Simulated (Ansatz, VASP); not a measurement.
Two plane-wave programs on Al

```
CELL_PARAMETERS angstrom
0.00000 1.99631 1.99631
1.99631 0.00000 1.99631
1.99631 1.99631 0.00000
ATOMIC_POSITIONS crystal
Al 0.50000 0.50000 0.50000
```

Alike in both runs: task relaxation of cell and atoms; functional r2SCAN; k mesh 24 × 24 × 24; occupations gaussian, width 0.1 eV; no spin polarisation.

|  | VASP | Ansatz |
| --- | --- | --- |
| version | VASP 6.6.1 | Ansatz 0.2.0 |
| potentials or method | VASP PAW PBE potentials, release 64 (Al), cutoff 600 eV | scalar-relativistic, plane waves, PAW |
| valence electrons in the cell | 3 | 3 |

```csv
,VASP,Ansatz,Ansatz less VASP
"gap on the k mesh at the Fermi level, each at its own relaxed structure (eV)",none,none,-
relaxed volume (Å³/atom),15.83,15.89,+0.059
relaxed length of the cell vector where the two differ most in proportion (Å),2.819,2.822,+0.0035
```

VASP's potentials were made for PBE, not for r2SCAN. A gap of «none» marks a metal or a gap that the smearing closes.
